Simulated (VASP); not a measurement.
# SnO2: single point with PBE

SnO2:

```xyz
6
Lattice="4.7715 0.0000 0.0000 0.0000 4.7716 0.0000 0.0000 0.0000 3.3133" Properties=species:S:1:pos:R:3 pbc="T T T"
Sn    2.3858    2.3858    1.6567
Sn    0.0000    0.0000    0.0000
O     1.6390    1.2870    0.0000
O     4.0247    1.0988    1.6567
O     0.7468    3.6728    1.6567
O     3.1326    3.4846    0.0000
```

This cell differs from its parent crystal: atoms displaced along a vibrational mode, the cell strained.

```json
{
 "Program": "VASP 6.6.1",
 "Task": "single point",
 "Functional": "PBE",
 "Potentials or basis": "VASP PAW PBE potentials, release 64 (Sn_d, O)",
 "Cutoff": "520 eV",
 "k mesh": "6 × 6 × 8",
 "Occupations": "gaussian, width 0.05 eV",
 "Spin": "no spin polarisation"
}
```

The pressure is -2.6 GPa, the largest force is 0.353 eV/Å and the band gap on the k mesh is 0.96 eV (least direct gap 1.16 eV).

Forces on the atoms (eV/Å):
```
Sn   0.000  0.000  0.000
Sn   0.000  0.000  0.000
O   -0.080  0.343  0.000
O   -0.080 -0.343  0.000
O    0.080  0.343  0.000
O    0.080 -0.343  0.000
```

Stress tensor (GPa, compression positive):
```
 0.54  0.00  0.00
 0.00 -1.37  0.00
 0.00  0.00 -7.02
```

Levels at points of the mesh, in eV from the valence-band top:
| k point | band 23 | band 24 | band 25 | band 26 | band 27 | band 28 | band 29 | band 30 |
| --- | --- | --- | --- | --- | --- | --- | --- | --- |
| (0.00, 0.00, 0.00) | -0.88 | -0.35 | -0.24 | -0.19 | 0.96 | 5.48 | 6.10 | 6.25 |
| (0.50, 0.00, 0.00) | -0.95 | -0.95 | -0.37 | -0.37 | 4.15 | 4.15 | 7.32 | 7.32 |
| (0.00, 0.50, 0.00) | -0.95 | -0.95 | -0.06 | -0.06 | 3.72 | 3.72 | 6.29 | 6.29 |
| (0.50, 0.50, 0.00) | -1.13 | -1.13 | -0.39 | -0.39 | 4.37 | 4.37 | 7.08 | 7.08 |
| (0.00, 0.00, 0.50) | -1.30 | -1.30 | -0.64 | -0.64 | 5.54 | 5.54 | 9.48 | 9.48 |
| (0.50, 0.00, 0.50) | -0.93 | -0.93 | -0.27 | -0.27 | 5.71 | 5.71 | 7.57 | 7.57 |
| (0.00, 0.50, 0.50) | -0.64 | -0.64 | -0.51 | -0.51 | 5.90 | 5.90 | 8.13 | 8.13 |
| (0.50, 0.50, 0.50) | -0.66 | -0.66 | -0.31 | -0.31 | 4.48 | 4.48 | 8.91 | 8.91 |

Run time: 6.7 min on 1 thread of AMD EPYC 7R13, with other jobs on the host, peak memory 0.29 GiB.

Caveat: the cell differs from its parent crystal (atoms displaced along a vibrational mode, the cell strained); the stress differs along the axes, from -7 to 1 GPa; spin-orbit coupling is left out, which moves the levels of the heavy elements. A k mesh can miss the band edges.
